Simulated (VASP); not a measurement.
# Si5PdW (P4/mmm) in VASP: notebook, part 2 of 3

VASP 6.6.1.

### Step 3. Single point, PBE

This run uses another cell than the first one, of 15.80 Å³/atom.

Contents of INCAR:

```
PREC = Accurate ; ENCUT = 520
EDIFF = 1E-6 ; ISMEAR = 0
SIGMA = 0.2 ; LREAL = False
LASPH = True ; NELM = 60
ALGO = Normal ; ISIF = 2
LWAVE = False ; LCHARG = False
GGA = PE ; NBANDS = 31
```

Contents of KPOINTS:

```
Automatic mesh
0
Gamma
  4 4 3
```

Contents of POSCAR:

```
Si5PdW
1.0
    4.3221756914      0.0000000000      0.0000000000
    0.0000000000      4.3221756914      0.0000000000
    0.0000000000      0.0000000000      5.9189413029
Si Pd W
5 1 1
Direct
    0.0000000000      0.5000000000      0.7243859818
    0.5000000000      0.0000000000      0.7243859818
    0.0000000000      0.5000000000      0.2756140182
    0.5000000000      0.0000000000      0.2756140182
    0.5000000000      0.5000000000      0.0000000000
    0.0000000000      0.0000000000      0.0000000000
    0.0000000000      0.0000000000      0.5000000000
```

Potentials or basis: VASP PAW PBE potentials, release 64 (Si, Pd, W_sv).

The run is started by

```console
cat potpaw_PBE.64/Si/POTCAR potpaw_PBE.64/Pd/POTCAR potpaw_PBE.64/W_sv/POTCAR > POTCAR
mpirun -np 1 vasp_std > vasp.out
```

OUTCAR:

```text
PREC = Accurate
   ENCUT = 520
   EDIFF = 1E-6
   ISMEAR = 0
   LREAL = False
   LASPH = True
   NELM = 60
   ISIF = 2
   GGA = PE

 ion  position               nearest neighbor table
   1  0.000  0.500  0.724-   7 2.54   7 2.54   3 2.66   5 2.71   6 2.71   6 2.71   5 2.71   2 3.06
                             2 3.06   2 3.06   2 3.06
   2  0.500  0.000  0.724-   7 2.54   7 2.54   4 2.66   5 2.71   5 2.71   6 2.71   6 2.71   1 3.06
                             1 3.06   1 3.06   1 3.06
   3  0.000  0.500  0.276-   7 2.54   7 2.54   1 2.66   5 2.71   6 2.71   6 2.71   5 2.71   4 3.06
                             4 3.06   4 3.06   4 3.06
   4  0.500  0.000  0.276-   7 2.54   7 2.54   2 2.66   5 2.71   5 2.71   6 2.71   6 2.71   3 3.06
                             3 3.06   3 3.06   3 3.06
   5  0.500  0.500  0.000-   1 2.71   2 2.71   3 2.71   4 2.71   2 2.71   4 2.71   1 2.71   3 2.71
                             6 3.06   6 3.06   6 3.06   6 3.06
   6  0.000  0.000  0.000-   1 2.71   2 2.71   3 2.71   4 2.71   1 2.71   3 2.71   2 2.71   4 2.71
                             7 2.96   7 2.96   5 3.06   5 3.06   5 3.06   5 3.06
   7  0.000  0.000  0.500-   1 2.54   2 2.54   3 2.54   4 2.54   1 2.54   3 2.54   2 2.54   4 2.54
                             6 2.96   6 2.96

  LATTYP: Found a simple tetragonal cell.
 ALAT       =     4.3221756914
 C/A-ratio  =     1.3694356096

  Lattice vectors:

 A1 = (   4.3221756914,   0.0000000000,   0.0000000000)
 A2 = (   0.0000000000,   4.3221756914,   0.0000000000)
 A3 = (   0.0000000000,   0.0000000000,   5.9189413029)

Analysis of symmetry for initial positions (statically):
=====================================================================
 Subroutine PRICEL returns:
 Original cell was already a primitive cell.

 Routine SETGRP: Setting up the symmetry group for a
 simple tetragonal supercell.

 Subroutine GETGRP returns: Found 16 space group operations
 (whereof 16 operations were pure point group operations)
 out of a pool of 16 trial point group operations.

The static configuration has the point symmetry D_4h.

Analysis of symmetry for dynamics (positions and initial velocities):
=====================================================================
 Subroutine PRICEL returns:
 Original cell was already a primitive cell.

 Routine SETGRP: Setting up the symmetry group for a
 simple tetragonal supercell.

 Subroutine GETGRP returns: Found 16 space group operations
 (whereof 16 operations were pure point group operations)
 out of a pool of 16 trial point group operations.

The dynamic configuration has the point symmetry D_4h.

 Subroutine INISYM returns: Found 16 space group operations
 (whereof 16 operations are pure point group operations),
 and found     1 'primitive' translations

----------------------------------------------------------------------------------------

                                     Primitive cell

  volume of cell :     110.5729

  direct lattice vectors                    reciprocal lattice vectors
     4.322175691  0.000000000  0.000000000     0.231364959  0.000000000  0.000000000
     0.000000000  4.322175691  0.000000000     0.000000000  0.231364959  0.000000000
     0.000000000  0.000000000  5.918941303     0.000000000  0.000000000  0.168949133

  length of vectors
     4.322175691  4.322175691  5.918941303     0.231364959  0.231364959  0.168949133

  position of ions in fractional coordinates (direct lattice)
[... 56 lines left out ...]
  0.500000  0.250000  0.333333      8.000000
  0.500000  0.500000  0.333333      2.000000
   k-points           NKPTS =     12   k-points in BZ     NKDIM =     12   number of bands    NBANDS=     31
   number of dos      NEDOS =    301   number of ions     NIONS =      7
   total plane-waves  NPLWV =  49152
   dimension x,y,z NGX =    32 NGY =   32 NGZ =   48
   dimension x,y,z NGXF=    64 NGYF=   64 NGZF=   96
   ions per type =               5   1   1
   NGX,Y,Z   is equivalent  to a cutoff of  12.31, 12.31, 13.48 a.u.
   NGXF,Y,Z  is equivalent  to a cutoff of  24.62, 24.62, 26.96 a.u.
 SYSTEM =  unknown system
   PREC   = accura    normal or accurate (medium, high low for compatibility)
   ISTART =      0    job   : 0-new  1-cont  2-samecut
   ICHARG =      2    charge: 1-file 2-atom 10-const
   ISPIN  =      1    spin polarized calculation?
   LNONCOLLINEAR =      F non collinear calculations
   LSORBIT =      F    spin-orbit coupling
   LASPH  =      T    aspherical Exc in radial PAW
   ENCUT  =  520.0 eV  38.22 Ry    6.18 a.u.   8.04  8.04 11.01*2*pi/ulx,y,z
   NELM   =     60;   NELMIN=  2; NELMDL= -5     # of ELM steps
   EDIFF  = 0.1E-05   stopping-criterion for ELM
   LREAL  =      F    real-space projection
   EDIFFG = 0.1E-04   stopping-criterion for IOM
   NSW    =      0    number of steps for IOM
   IBRION =     -1    ionic relax: 0-MD 1-quasi-New 2-CG
   NFREE  =      0    steps in history (QN), initial steepest desc. (CG)
   ISIF   =      2    stress and relaxation
   ISYM   =      2    0-nonsym 1-usesym 2-fastsym
   POTIM  = 0.5000    time-step for ionic-motion
   TEBEG  =    0.0;   TEEND  =   0.0 temperature during run
   PSTRESS=    0.0 pullay stress
   NELECT =      44.0000    total number of electrons
   NUPDOWN=      -1.0000    fix difference up-down
   EMIN   =  10.00;   EMAX   =-10.00  energy-range for DOS
   EFERMI =   0.00;   METHOD = LEGACY
   ISMEAR =     0;   SIGMA  =   0.20  broadening in eV -4-tet -1-fermi 0-gaus
   EFERMI_NEDOS =   21; number of points for ismear=-14 and -15
   IALGO  =     38    algorithm
   IMIX   =      4    mixing-type and parameters
     AMIX     =   0.40;   BMIX     =  1.00
     AMIX_MAG =   1.60;   BMIX_MAG =  1.00
  volume/ion in A,a.u.               =      15.80       106.60
  Fermi-wavevector in a.u.,A,eV,Ry     =   1.204138  2.275490 19.727730  1.449947
  Thomas-Fermi vector in A             =   2.339871
   LORBIT       =      0    0 simple, 1 ext, 2 COOP (PROOUT), +10 PAW based schemes
   GGA     = PE    functional components
   LHFCALC =     F    Hartree Fock is set to
   AEXX    =    0.0000 exact exchange contribution
   IVDW    =     0    specifies the selected vdW correction
   LEPSILON=     F    determine dielectric tensor
   LRPA    =     F    only Hartree local field effects (RPA)
 non-spin polarized calculation
 Gauss-broadening in eV      SIGMA  =   0.20
  energy-cutoff  :      520.00
  volume of cell :      110.57
 maximum number of plane-waves:      3020
   NGX = 17   NGY = 17   NGZ = 23

 number of electron      44.0000001 magnetization

 Free energy of the ion-electron system (eV)
  ---------------------------------------------------
  ext. energy  EPLUGINS =         0.00000000
  ---------------------------------------------------
  free energy    TOTEN  =       -43.29306447 eV

  energy without entropy =      -43.19622306  energy(sigma->0) =      -43.24464376

 E-fermi :   9.3645     XC(G=0): -11.3948

 val. band max:        9.3104234928   @ k =   0.5000   0.0000   0.0000
 cond. band min:       9.3721975219   @ k =   0.0000   0.0000   0.0000
 fundamental gap:      0.0617740291
 Fermi energy:         9.3645005264

 k-point     1 :       0.0000    0.0000    0.0000
  band No.  band energies     occupation
      1     -63.9459      2.00000
      2     -28.4186      2.00000
      3     -28.2275      2.00000
      4     -28.2275      2.00000
      5      -3.3850      2.00000
      6       0.4489      2.00000
[... 397 lines left out ...]
     30      14.7135      0.00000
     31      14.7661      0.00000

------------------------ aborting loop because EDIFF is reached ----------------------------------------

  FORCE on cell =-STRESS in cart. coord.  units (eV):
  Direction    XX          YY          ZZ          XY          YZ          ZX
  --------------------------------------------------------------------------------------
  -------------------------------------------------------------------------------------
  Total        0.0580421      0.0580421     -0.1033186      0.0000000     -0.0000000      0.0000000
  in kB        0.8410164      0.8410164     -1.4970628      0.0000000     -0.0000000      0.0000000
  external PRESSURE =       0.0616567 kB  Pullay stress =       0.0000000 kB

 VOLUME and BASIS-vectors are now :
 -----------------------------------------------------------------------------
  energy-cutoff  :      520.00
  volume of cell :      110.57
      direct lattice vectors                 reciprocal lattice vectors
     4.322175691  0.000000000  0.000000000     0.231364959  0.000000000  0.000000000
     0.000000000  4.322175691  0.000000000     0.000000000  0.231364959  0.000000000
     0.000000000  0.000000000  5.918941303     0.000000000  0.000000000  0.168949133

 POSITION                                       TOTAL-FORCE (eV/Angst)
 -----------------------------------------------------------------------------------
      0.00000      2.16109      4.28760         0.000000      0.000000     -0.014913
      2.16109      0.00000      4.28760        -0.000000      0.000000     -0.014913
      0.00000      2.16109      1.63134         0.000000     -0.000000      0.014913
      2.16109      0.00000      1.63134         0.000000      0.000000      0.014913
      2.16109      2.16109      0.00000         0.000000      0.000000      0.000000
      0.00000      0.00000      0.00000         0.000000      0.000000      0.000000
      0.00000      0.00000      2.95947         0.000000      0.000000      0.000000
 -----------------------------------------------------------------------------------
    total drift:                               -0.000000      0.000000      0.000000

  FREE ENERGIE OF THE ION-ELECTRON SYSTEM (eV)
  ---------------------------------------------------
  free  energy   TOTEN  =       -43.2930644659 eV

  energy  without entropy=      -43.1962230561  energy(sigma->0) =      -43.24464376
```

Wall time 79 s (1 thread of Intel Xeon 8259CL, shared host); peak memory 0.23 GiB.

Results:

```yaml
Free_energy: -43.2931 eV
Pressure: 0.0 GPa
Largest_force: 0.015 eV/Å
Band_gap_on_the_k_mesh: zero (bands 22 and 23 overlap by 1.03 eV)
```

Forces in eV/Å, atoms in the order of the input:
```
Si   0.000  0.000 -0.015
Si   0.000  0.000 -0.015
Si   0.000  0.000  0.015
Si   0.000  0.000  0.015
Si   0.000  0.000  0.000
Pd   0.000  0.000  0.000
W    0.000  0.000  0.000
```

Levels at points of the mesh, in eV from the Fermi level:
| k point | band 20 | band 21 | band 22 | band 23 | band 24 | band 25 |
| --- | --- | --- | --- | --- | --- | --- |
| (0.00, 0.00, 0.00) | -0.52 | 0.01 | 0.43 | 0.43 | 0.57 | 1.80 |
| (0.50, 0.00, 0.00) | -1.46 | -1.34 | -0.05 | 0.30 | 0.64 | 1.00 |
| (0.50, 0.50, 0.00) | -2.37 | -1.69 | -1.60 | 1.00 | 1.00 | 3.17 |

Caveat: the k points lie up to 0.36 Å⁻¹ apart, too coarse for converged energies and pressures of a metal; spin-orbit coupling is left out, which moves the levels of the heavy elements.

### Step 4. Single point, PBE

Contents of INCAR:

```
  PREC = Accurate
  ENCUT = 520
  EDIFF = 1E-7
  ISMEAR = 0
  SIGMA = 0.1
  LREAL = F
  LASPH = T
  NELM = 60
  ALGO = Normal
  ISIF = 2
  LWAVE = F
  LCHARG = F
  GGA = PE
  NBANDS = 31
```

Contents of KPOINTS:

```
Automatic mesh
0
Gamma
  8 8 4
```

Contents of POSCAR:

```
Si5PdW
1.0
    3.8096299708      0.0000000000      0.0000000000
    0.0000000000      3.8096299708      0.0000000000
    0.0000000000      0.0000000000      7.2399695721
Si Pd W
5 1 1
Direct
    0.5000000000      0.0000000000      0.7638060459
    0.5000000000      0.0000000000      0.2361939541
    0.0000000000      0.5000000000      0.7638060459
    0.0000000000      0.5000000000      0.2361939541
    0.0000000000      0.0000000000      0.5000000000
    0.0000000000      0.0000000000      0.0000000000
    0.5000000000      0.5000000000      0.5000000000
```

Potentials or basis: VASP PAW PBE potentials, release 64 (Si, Pd, W_sv).

The run is started by

```console
cat potpaw_PBE.64/Si/POTCAR potpaw_PBE.64/Pd/POTCAR potpaw_PBE.64/W_sv/POTCAR > POTCAR
mpirun -np 1 vasp_std > vasp.out
```

OUTCAR:

```text
PREC = Accurate
   ENCUT = 520
   EDIFF = 1E-7
   ISMEAR = 0
   LREAL = F
   LASPH = T
   NELM = 60
   ISIF = 2
   GGA = PE

 ion  position               nearest neighbor table
   1  0.500  0.000  0.764-   6 2.56   6 2.56   3 2.69   3 2.69   3 2.69   3 2.69   7 2.70   5 2.70
                             5 2.70   7 2.70
   2  0.500  0.000  0.236-   6 2.56   6 2.56   4 2.69   4 2.69   4 2.69   4 2.69   7 2.70   5 2.70
                             5 2.70   7 2.70
   3  0.000  0.500  0.764-   6 2.56   6 2.56   1 2.69   1 2.69   1 2.69   1 2.69   7 2.70   5 2.70
                             7 2.70   5 2.70
   4  0.000  0.500  0.236-   6 2.56   6 2.56   2 2.69   2 2.69   2 2.69   2 2.69   7 2.70   5 2.70
[... 1033 lines left out ...]
  Total       -0.0214721     -0.0214721      0.0542065      0.0000000      0.0000000     -0.0000000
  in kB       -0.3274028     -0.3274028      0.8265321      0.0000000      0.0000000     -0.0000000
  external PRESSURE =       0.0572421 kB  Pullay stress =       0.0000000 kB

 VOLUME and BASIS-vectors are now :
 -----------------------------------------------------------------------------
  energy-cutoff  :      520.00
  volume of cell :      105.08
      direct lattice vectors                 reciprocal lattice vectors
     3.809629971  0.000000000  0.000000000     0.262492685  0.000000000  0.000000000
     0.000000000  3.809629971  0.000000000     0.000000000  0.262492685  0.000000000
     0.000000000  0.000000000  7.239969572     0.000000000  0.000000000  0.138122127

 POSITION                                       TOTAL-FORCE (eV/Angst)
 -----------------------------------------------------------------------------------
      1.90481      0.00000      5.52993        -0.000000     -0.000000     -0.001375
      1.90481      0.00000      1.71004         0.000000      0.000000      0.001375
      0.00000      1.90481      5.52993        -0.000000     -0.000000     -0.001375
      0.00000      1.90481      1.71004        -0.000000     -0.000000      0.001375
      0.00000      0.00000      3.61998         0.000000      0.000000      0.000000
      0.00000      0.00000      0.00000         0.000000      0.000000      0.000000
      1.90481      1.90481      3.61998         0.000000      0.000000      0.000000
 -----------------------------------------------------------------------------------
    total drift:                                0.000000      0.000000      0.000000

  FREE ENERGIE OF THE ION-ELECTRON SYSTEM (eV)
  ---------------------------------------------------
  free  energy   TOTEN  =       -44.4521964562 eV

  energy  without entropy=      -44.4310766228  energy(sigma->0) =      -44.44163654
```

OSZICAR:

```text
N       E                     dE             d eps       ncg     rms          rms(c)
DAV:   1     0.255143812328E+03    0.25514E+03   -0.21337E+04  3110   0.132E+03
DAV:   2    -0.324677826301E+02   -0.28761E+03   -0.27520E+03  2984   0.314E+02
DAV:   3    -0.460095636831E+02   -0.13542E+02   -0.12999E+02  3633   0.612E+01
DAV:   4    -0.462758575952E+02   -0.26629E+00   -0.26459E+00  3396   0.827E+00
DAV:   5    -0.462810725714E+02   -0.52150E-02   -0.52125E-02  3467   0.124E+00    0.245E+01
DAV:   6    -0.450178624048E+02    0.12632E+01   -0.12578E+01  3251   0.256E+01    0.991E+00
DAV:   7    -0.445824196740E+02    0.43544E+00   -0.35801E+00  3274   0.162E+01    0.653E+00
DAV:   8    -0.444625426957E+02    0.11988E+00   -0.36260E-01  3327   0.496E+00    0.110E+00
DAV:   9    -0.444585152623E+02    0.40274E-02   -0.93873E-02  3453   0.142E+00    0.660E-01
DAV:  10    -0.444523692042E+02    0.61461E-02   -0.27821E-02  3487   0.120E+00    0.329E-01
DAV:  11    -0.444521725766E+02    0.19663E-03   -0.31801E-03  3326   0.437E-01    0.137E-01
DAV:  12    -0.444521908643E+02   -0.18288E-04   -0.53212E-04  3383   0.128E-01    0.746E-02
DAV:  13    -0.444521970011E+02   -0.61368E-05   -0.88673E-05  3347   0.644E-02    0.228E-02
DAV:  14    -0.444521974076E+02   -0.40650E-06   -0.13854E-05  3232   0.213E-02    0.132E-02
DAV:  15    -0.444521965363E+02    0.87123E-06   -0.18738E-06  3457   0.864E-03    0.288E-03
DAV:  16    -0.444521964562E+02    0.80176E-07   -0.33316E-07  3081   0.306E-03
   1 F= -.44452196E+02 E0= -.44441637E+02  d E =-.211198E-01
```

stdout:

```text
POSCAR found type information on POSCAR SiPdW
 POSCAR found :  3 types and       7 ions
 scaLAPACK will be used
 LDA part: xc-table for (Slater+PW92), standard interpolation
 POSCAR, INCAR and KPOINTS ok, starting setup
 FFT: planning ... GRIDC
 FFT: planning ... GRID_SOFT
 FFT: planning ... GRID
 WAVECAR not read
 entering main loop
```

Wall time 4.6 min (1 thread of Intel Xeon 8259CL, shared host); peak memory 0.29 GiB.

What came out:

```yaml
Free_energy: -44.4522 eV
Pressure: 0.0 GPa
Band_gap_on_the_k_mesh: zero (bands 22 and 23 overlap by 0.96 eV)
```

Caveat: spin-orbit coupling is left out, which moves the levels of the heavy elements.

(Continued in part 3 of 3.)
